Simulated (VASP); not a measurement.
Wanted: the native input for a VASP 6.6.1 run.

```
Task                    : density of states
Functional              : LDA
Potentials or basis     : VASP PAW LDA potentials, release 64 (Rh_pv)
Cutoff                  : 520 eV
k mesh                  : 18 × 18 × 18
Occupations             : gaussian, width 0.1 eV
Spin                    : no spin polarisation
Dipole correction       : no
k mesh for the DOS      : 27 × 27 × 27
Occupations for the DOS : tetrahedron
Further INCAR settings  : ALGO = Normal; EDIFF = 1e-07; NBANDS = 14
```

The system is Rh.

```
CELL_PARAMETERS angstrom
0.00000 1.91499 1.91499
1.91499 0.00000 1.91499
1.91499 1.91499 0.00000
ATOMIC_POSITIONS crystal
Rh 0.00000 0.00000 0.00000
```

The input as run:

POSCAR

```
Rh
1.0
    0.0000000000      1.9149890286      1.9149890286
    1.9149890286      0.0000000000      1.9149890286
    1.9149890286      1.9149890286      0.0000000000
Rh
1
Direct
    0.0000000000      0.0000000000      0.0000000000
```

INCAR.step1

```
SYSTEM = Rh
ALGO     = Normal         ! electronic algorithm
EDIFF    = 1E-7           ! SCF threshold, eV
ENCUT    = 520            ! plane-wave cutoff, eV
GGA      = CA             ! functional
ISIF     = 2              ! what is computed and relaxed
ISMEAR   = 0              ! smearing method
LASPH    = .True.         ! aspherical terms in the spheres
LCHARG   = .True.         ! write CHGCAR
LMAXMIX  = 4              ! l up to which the mixer works
LREAL    = .False.        ! projectors in reciprocal space
LWAVE    = .False.        ! write WAVECAR
NBANDS   = 14             ! bands
NELM     = 60             ! most SCF steps
PREC     = Accurate       ! precision mode
SIGMA    = 0.1            ! smearing width, eV
```

KPOINTS.step1

```
k-points
0
Gamma
  18 18 18
  0 0 0
```

INCAR.step2

```
SYSTEM = Rh
ALGO     = Normal         ! electronic algorithm
EDIFF    = 1E-7           ! SCF threshold, eV
ENCUT    = 520            ! plane-wave cutoff, eV
GGA      = CA             ! functional
ICHARG   = 11             ! starting density
ISIF     = 2              ! what is computed and relaxed
ISMEAR   = -5             ! smearing method
LASPH    = .True.         ! aspherical terms in the spheres
LCHARG   = .False.        ! write CHGCAR
LMAXMIX  = 4              ! l up to which the mixer works
LORBIT   = 11             ! projections on sites
LREAL    = .False.        ! projectors in reciprocal space
LWAVE    = .False.        ! write WAVECAR
NBANDS   = 14             ! bands
NEDOS    = 2001           ! points of the DOS
NELM     = 60             ! most SCF steps
PREC     = Accurate       ! precision mode
SIGMA    = 0.1            ! smearing width, eV
```

KPOINTS.step2

```
k-points
0
Gamma
  27 27 27
  0 0 0
```

Potentials or basis: VASP PAW LDA potentials, release 64 (Rh_pv).

Launch:

```sh
$ cat potpaw_LDA.64/Rh_pv/POTCAR > POTCAR
$ cp INCAR.step1 INCAR
$ cp KPOINTS.step1 KPOINTS
$ mpirun -np 1 vasp_std > vasp.out
$ cp INCAR.step2 INCAR
$ cp KPOINTS.step2 KPOINTS
$ mpirun -np 1 vasp_std > vasp.out
```

Results of the run:

| Quantity | Value |
| --- | --- |
| Valence electrons inside the program's atomic spheres | Rh 13.75 |

Wall time 30 s on 1 thread of Intel(R) Xeon(R) 6975P-C (Granite Rapids), with other jobs on the host, peak memory 0.21 GiB.
